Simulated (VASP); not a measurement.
# Mo3W (Fm-3m) in VASP: notebook

Mo3W is run at these levels: PBE; tasks: single point.

Everything below comes from runs of VASP 6.6.1. Logs are shortened: lines on timing, memory, paths and dates and some standing lists are left out, and cuts for length are marked.

## 1. The cell of the first run

It takes space group Fm-3m (No. 225, cubic). Conventional cell: a = 6.536 Å, b = 6.536 Å, c = 6.536 Å, α = 90.00°, β = 90.00°, γ = 90.00°. Mo (site symmetry -43m) has 10 Mo at 2.83 to 3.27 Å and 4 W at 2.83 Å within 3.7 Å. Within 3.7 Å of Mo (site symmetry m-3m) lie 8 Mo at 2.83 Å and 6 W at 3.27 Å. Within 3.7 Å of W (site symmetry m-3m) lie 14 Mo at 2.83 to 3.27 Å.

## 2. Single point, PBE (17.45 Å³/atom)

Contents of INCAR:

```
SYSTEM = Mo3W
PREC = Accurate
ENCUT = 500
EDIFF = 1E-6
ISMEAR = 0
SIGMA = 0.1
LREAL = .False.
LASPH = .True.
NELM = 120
ALGO = Normal
ISIF = 2
LWAVE = .False.
LCHARG = .False.
GGA = PE
NBANDS = 36
GGA_COMPAT = .False.
```

Contents of KPOINTS:

```
regular mesh
0
Gamma
  12 12 12
  0 0 0
```

Contents of POSCAR:

```
Mo3W
1.0
    0.0000000000      3.2681831484      3.2681831484
    3.2681831484      0.0000000000      3.2681831484
    3.2681831484      3.2681831484      0.0000000000
Mo W
3 1
Direct
    0.2500000000      0.2500000000      0.2500000000
    0.7500000000      0.7500000000      0.7500000000
    0.5000000000      0.5000000000      0.5000000000
    0.0000000000      0.0000000000      0.0000000000
```

Potentials or basis: VASP PAW PBE potentials, release 64 (Mo_sv, W_sv).

Launch:

```console
$ cat potpaw_PBE.64/Mo_sv/POTCAR potpaw_PBE.64/W_sv/POTCAR > POTCAR
$ mpirun -np 1 vasp_std > vasp.out
```

OUTCAR:

```text
SYSTEM = Mo3W
   PREC = Accurate
   ENCUT = 500
   EDIFF = 1E-6
   ISMEAR = 0
   LREAL = .False.
   LASPH = .True.
   NELM = 120
   ISIF = 2
   GGA = PE

 ion  position               nearest neighbor table
   1  0.250  0.250  0.250-   4 2.83   4 2.83   4 2.83   3 2.83   3 2.83   3 2.83   4 2.83   3 2.83
                             2 3.27   2 3.27   2 3.27   2 3.27   2 3.27   2 3.27
   2  0.750  0.750  0.750-   3 2.83   3 2.83   3 2.83   4 2.83   4 2.83   4 2.83   4 2.83   3 2.83
                             1 3.27   1 3.27   1 3.27   1 3.27   1 3.27   1 3.27
   3  0.500  0.500  0.500-   1 2.83   1 2.83   1 2.83   2 2.83   2 2.83   2 2.83   2 2.83   1 2.83
                             4 3.27   4 3.27   4 3.27   4 3.27   4 3.27   4 3.27
   4  0.000  0.000  0.000-   2 2.83   2 2.83   2 2.83   1 2.83   1 2.83   1 2.83   2 2.83   1 2.83
                             3 3.27   3 3.27   3 3.27   3 3.27   3 3.27   3 3.27

  LATTYP: Found a face centered cubic cell.
 ALAT       =     6.5363662968

  Lattice vectors:

 A1 = (   0.0000000000,   3.2681831484,   3.2681831484)
 A2 = (   3.2681831484,   0.0000000000,   3.2681831484)
 A3 = (   3.2681831484,   3.2681831484,   0.0000000000)

Analysis of symmetry for initial positions (statically):
=====================================================================
 Subroutine PRICEL returns:
 Original cell was already a primitive cell.

 Routine SETGRP: Setting up the symmetry group for a
 face centered cubic supercell.

 Subroutine GETGRP returns: Found 48 space group operations
 (whereof 48 operations were pure point group operations)
 out of a pool of 48 trial point group operations.

The static configuration has the point symmetry O_h .

Analysis of symmetry for dynamics (positions and initial velocities):
=====================================================================
 Subroutine PRICEL returns:
 Original cell was already a primitive cell.

 Routine SETGRP: Setting up the symmetry group for a
 face centered cubic supercell.

 Subroutine GETGRP returns: Found 48 space group operations
 (whereof 48 operations were pure point group operations)
 out of a pool of 48 trial point group operations.

The dynamic configuration has the point symmetry O_h .

 Subroutine INISYM returns: Found 48 space group operations
 (whereof 48 operations are pure point group operations),
 and found     1 'primitive' translations

----------------------------------------------------------------------------------------

                                     Primitive cell

  volume of cell :      69.8151

  direct lattice vectors                    reciprocal lattice vectors
     0.000000000  3.268183148  3.268183148    -0.152990202  0.152990202  0.152990202
     3.268183148  0.000000000  3.268183148     0.152990202 -0.152990202  0.152990202
     3.268183148  3.268183148  0.000000000     0.152990202  0.152990202 -0.152990202

  length of vectors
     4.621908933  4.621908933  4.621908933     0.264986803  0.264986803  0.264986803

  position of ions in fractional coordinates (direct lattice)
     0.250000000  0.250000000  0.250000000
     0.750000000  0.750000000  0.750000000
     0.500000000  0.500000000  0.500000000
     0.000000000  0.000000000  0.000000000

  ion indices of the primitive-cell ions
   primitive index   ion index
                 1           1
                 2           2
                 3           3
                 4           4

----------------------------------------------------------------------------------------

 KPOINTS: regular mesh

Automatic generation of k-mesh.
 Grid dimensions read from file:
 generate k-points for:   12   12   12

 Generating k-lattice:

  Cartesian coordinates                     Fractional coordinates (reciprocal lattice)
    -0.012749183  0.012749183  0.012749183     0.083333333  0.000000000  0.000000000
     0.012749183 -0.012749183  0.012749183     0.000000000  0.083333333  0.000000000
     0.012749183  0.012749183 -0.012749183     0.000000000  0.000000000  0.083333333

  Length of vectors
     0.022082234  0.022082234  0.022082234

  Shift w.r.t. Gamma in fractional coordinates (k-lattice)
     0.000000000  0.000000000  0.000000000

 Subroutine IBZKPT returns following result:
 ===========================================

 Found     72 irreducible k-points:

 Following reciprocal coordinates:
            Coordinates               Weight
  0.000000  0.000000  0.000000      1.000000
  0.083333  0.000000  0.000000      8.000000
  0.166667  0.000000  0.000000      8.000000
  0.250000  0.000000  0.000000      8.000000
  0.333333  0.000000  0.000000      8.000000
  0.416667  0.000000  0.000000      8.000000
[... 16 lines left out ...]
  0.500000  0.166667  0.000000     24.000000
 -0.416667  0.166667  0.000000     24.000000
 [... further k-points ...]
   k-points           NKPTS =     72   k-points in BZ     NKDIM =     72   number of bands    NBANDS=     36
   number of dos      NEDOS =    301   number of ions     NIONS =      4
   total plane-waves  NPLWV =  46656
   dimension x,y,z NGX =    36 NGY =   36 NGZ =   36
   dimension x,y,z NGXF=    72 NGYF=   72 NGZF=   72
   ions per type =               3   1
   NGX,Y,Z   is equivalent  to a cutoff of  12.95, 12.95, 12.95 a.u.
   NGXF,Y,Z  is equivalent  to a cutoff of  25.90, 25.90, 25.90 a.u.
 SYSTEM =  Mo3W
   PREC   = accura    normal or accurate (medium, high low for compatibility)
   ISTART =      0    job   : 0-new  1-cont  2-samecut
   ICHARG =      2    charge: 1-file 2-atom 10-const
   ISPIN  =      1    spin polarized calculation?
   LNONCOLLINEAR =      F non collinear calculations
   LSORBIT =      F    spin-orbit coupling
   LASPH  =      T    aspherical Exc in radial PAW
   ENCUT  =  500.0 eV  36.75 Ry    6.06 a.u.   8.43  8.43  8.43*2*pi/ulx,y,z
   NELM   =    120;   NELMIN=  2; NELMDL= -5     # of ELM steps
   EDIFF  = 0.1E-05   stopping-criterion for ELM
   LREAL  =      F    real-space projection
   EDIFFG = 0.1E-04   stopping-criterion for IOM
   NSW    =      0    number of steps for IOM
   IBRION =     -1    ionic relax: 0-MD 1-quasi-New 2-CG
   NFREE  =      0    steps in history (QN), initial steepest desc. (CG)
   ISIF   =      2    stress and relaxation
   ISYM   =      2    0-nonsym 1-usesym 2-fastsym
   POTIM  = 0.5000    time-step for ionic-motion
   TEBEG  =    0.0;   TEEND  =   0.0 temperature during run
   PSTRESS=    0.0 pullay stress
   NELECT =      56.0000    total number of electrons
   NUPDOWN=      -1.0000    fix difference up-down
   EMIN   =  10.00;   EMAX   =-10.00  energy-range for DOS
   EFERMI =   0.00;   METHOD = LEGACY
   ISMEAR =     0;   SIGMA  =   0.10  broadening in eV -4-tet -1-fermi 0-gaus
   EFERMI_NEDOS =   21; number of points for ismear=-14 and -15
   IALGO  =     38    algorithm
   IMIX   =      4    mixing-type and parameters
     AMIX     =   0.40;   BMIX     =  1.00
     AMIX_MAG =   1.60;   BMIX_MAG =  1.00
  volume/ion in A,a.u.               =      17.45       117.78
  Fermi-wavevector in a.u.,A,eV,Ry     =   1.521088  2.874440 31.479935  2.313710
  Thomas-Fermi vector in A             =   2.629851
   LORBIT       =      0    0 simple, 1 ext, 2 COOP (PROOUT), +10 PAW based schemes
   GGA     = PE    functional components
   LHFCALC =     F    Hartree Fock is set to
   AEXX    =    0.0000 exact exchange contribution
   IVDW    =     0    specifies the selected vdW correction
   LEPSILON=     F    determine dielectric tensor
   LRPA    =     F    only Hartree local field effects (RPA)
 non-spin polarized calculation
 Gauss-broadening in eV      SIGMA  =   0.10
  energy-cutoff  :      500.00
  volume of cell :       69.82
 maximum number of plane-waves:      1807
 NGX is ok and might be reduce to    36
   NGX = 17   NGY = 17   NGZ = 17

 number of electron      55.9999992 magnetization

 Free energy of the ion-electron system (eV)
  ---------------------------------------------------
  ext. energy  EPLUGINS =         0.00000000
  ---------------------------------------------------
  free energy    TOTEN  =       -45.35280121 eV

  energy without entropy =      -45.34054683  energy(sigma->0) =      -45.34667402

 E-fermi :  10.6876     XC(G=0): -12.8621

 val. band max:       10.6854488577   @ k =   0.5000   0.3333   0.0833
 cond. band min:      10.6974822754   @ k =   0.5000   0.4167   0.0833
 fundamental gap:      0.0120334177
 Fermi energy:        10.6876205461

 k-point     1 :       0.0000    0.0000    0.0000
  band No.  band energies     occupation
      1     -63.5543      2.00000
      2     -50.5832      2.00000
      3     -50.3789      2.00000
      4     -50.3527      2.00000
      5     -27.7177      2.00000
      6     -27.7177      2.00000
[... 28 lines left out ...]
     35      14.3359      0.00000
     36      14.3359      0.00000

 k-point     2 :       0.0833    0.0000    0.0000
  band No.  band energies     occupation
      1     -63.5542      2.00000
      2     -50.5808      2.00000
      3     -50.3795      2.00000
      4     -50.3546      2.00000
      5     -27.7181      2.00000
      6     -27.7181      2.00000
[... 28 lines left out ...]
     35      13.8193      0.00000
     36      14.2375      0.00000

 k-point     3 :       0.1667    0.0000    0.0000
  band No.  band energies     occupation
      1     -63.5542      2.00000
      2     -50.5739      2.00000
      3     -50.3814      2.00000
      4     -50.3599      2.00000
      5     -27.7194      2.00000
      6     -27.7194      2.00000
[... 28 lines left out ...]
     35      13.0922      0.00000
     36      13.9844      0.00000
[... 742 lines left out ...]
 k-point    23 :       0.5000    0.1667    0.0000
  band No.  band energies     occupation
      1     -63.5541      2.00000
      2     -50.5361      2.00000
      3     -50.3964      2.00000
      4     -50.3841      2.00000
      5     -27.7275      2.00000
      6     -27.7240      2.00000
[... 28 lines left out ...]
     35      12.8712      0.00000
     36      13.3897      0.00000

 k-point    24 :      -0.4167    0.1667    0.0000
  band No.  band energies     occupation
      1     -63.5541      2.00000
      2     -50.5352      2.00000
      3     -50.3971      2.00000
      4     -50.3843      2.00000
      5     -27.7264      2.00000
      6     -27.7233      2.00000
[... 28 lines left out ...]
     35      13.0690      0.00000
     36      13.1933      0.00000

 [... further k-points ...]

------------------------ aborting loop because EDIFF is reached ----------------------------------------

  FORCE on cell =-STRESS in cart. coord.  units (eV):
  Direction    XX          YY          ZZ          XY          YZ          ZX
  --------------------------------------------------------------------------------------
  -------------------------------------------------------------------------------------
  Total       -9.0012602     -9.0012602     -9.0012602      0.0000000     -0.0000000      0.0000000
  in kB     -206.5688080   -206.5688080   -206.5688080      0.0000000     -0.0000000      0.0000000
  external PRESSURE =    -206.5688080 kB  Pullay stress =       0.0000000 kB

 VOLUME and BASIS-vectors are now :
 -----------------------------------------------------------------------------
  energy-cutoff  :      500.00
  volume of cell :       69.82
      direct lattice vectors                 reciprocal lattice vectors
     0.000000000  3.268183148  3.268183148    -0.152990202  0.152990202  0.152990202
     3.268183148  0.000000000  3.268183148     0.152990202 -0.152990202  0.152990202
     3.268183148  3.268183148  0.000000000     0.152990202  0.152990202 -0.152990202

 POSITION                                       TOTAL-FORCE (eV/Angst)
 -----------------------------------------------------------------------------------
      1.63409      1.63409      1.63409         0.000000      0.000000      0.000000
      4.90227      4.90227      4.90227        -0.000000     -0.000000     -0.000000
      3.26818      3.26818      3.26818        -0.000000     -0.000000      0.000000
      0.00000      0.00000      0.00000        -0.000000     -0.000000      0.000000
 -----------------------------------------------------------------------------------
    total drift:                                0.000000      0.000000      0.000000

  FREE ENERGIE OF THE ION-ELECTRON SYSTEM (eV)
  ---------------------------------------------------
  free  energy   TOTEN  =       -45.3528012104 eV

  energy  without entropy=      -45.3405468302  energy(sigma->0) =      -45.34667402
```

Run time: 4.5 min. Hardware: 1 thread of Oxide Virtual Turin-like, shared host; peak memory 0.26 GiB.

What came out:

```yaml
Free_energy: -45.3528 eV
Pressure: -20.7 GPa
Band_gap_on_the_k_mesh: zero (bands 28 and 29 overlap by 0.26 eV)
```

Caveat: the cell stands under tension; spin-orbit coupling is left out, which moves the levels of the heavy elements.

## 3. Single point, PBE, collinear spin

This run uses another cell than the first one, of 15.87 Å³/atom.

Contents of INCAR:

```
PREC = Accurate ; ENCUT = 500
EDIFF = 1E-6 ; ISMEAR = 0
SIGMA = 0.1 ; LREAL = F
LASPH = T ; NELM = 200
ALGO = Normal ; ISIF = 2
LWAVE = F ; LCHARG = F
ISPIN = 2 ; MAGMOM = 1 1 1 0
LORBIT = 11 ; LMAXMIX = 4
GGA = PE ; NBANDS = 40
GGA_COMPAT = F
```

Contents of KPOINTS:

```
regular mesh
0
Gamma
  6 6 6
```

Contents of POSCAR:

```
Mo3W
1.0
    0.0000000000      3.1659847937      3.1659847937
    3.1659847937      0.0000000000      3.1659847937
    3.1659847937      3.1659847937      0.0000000000
Mo W
3 1
Direct
    0.2500000000      0.2500000000      0.2500000000
    0.7500000000      0.7500000000      0.7500000000
    0.5000000000      0.5000000000      0.5000000000
    0.0000000000      0.0000000000      0.0000000000
```

Potentials or basis: VASP PAW PBE potentials, release 64 (Mo_sv, W_sv).

Launch:

```console
$ cat potpaw_PBE.64/Mo_sv/POTCAR potpaw_PBE.64/W_sv/POTCAR > POTCAR
$ mpirun -np 1 vasp_std > vasp.out
```

It took 2.4 min on 1 thread of Oxide Virtual Turin-like, shared host; peak memory 0.23 GiB.

It converged, with:

- Free energy: -45.7737 eV
- Pressure: 0.5 GPa
- Band gap on the k mesh: zero (filled and empty bands touch)
- Net moment: 0.00 μB per cell
- Valence electrons inside the program's atomic spheres: Mo 12.51, 12.46 (each value once); W 12.03

Levels at points of the mesh, in eV from the Fermi level:
Spin up:
| k point | band 26 | band 27 | band 28 | band 29 | band 30 | band 31 |
| --- | --- | --- | --- | --- | --- | --- |
| (0.00, 0.00, 0.00) | -1.41 | -1.41 | -1.41 | 1.60 | 1.60 | 2.32 |
| (0.50, 0.00, 0.00) | -2.89 | -2.86 | -2.86 | 1.52 | 1.52 | 1.91 |
| (0.50, 0.50, 0.00) | -0.76 | -0.63 | -0.63 | 0.76 | 0.94 | 1.24 |
Spin down:
| k point | band 25 | band 26 | band 27 | band 28 | band 29 | band 30 | band 31 | band 32 |
| --- | --- | --- | --- | --- | --- | --- | --- | --- |
| (0.00, 0.00, 0.00) | -2.74 | -1.41 | -1.41 | -1.41 | 1.60 | 1.60 | 2.32 | 2.32 |
| (0.50, 0.00, 0.00) | -2.89 | -2.89 | -2.86 | -2.86 | 1.52 | 1.52 | 1.91 | 1.91 |
| (0.50, 0.50, 0.00) | -0.76 | -0.76 | -0.63 | -0.63 | 0.76 | 0.94 | 1.24 | 1.24 |

Caveat: spin-orbit coupling is left out, which moves the levels of the heavy elements.

The gap in the log of VASP goes by the Fermi energy; the results here count the filled bands.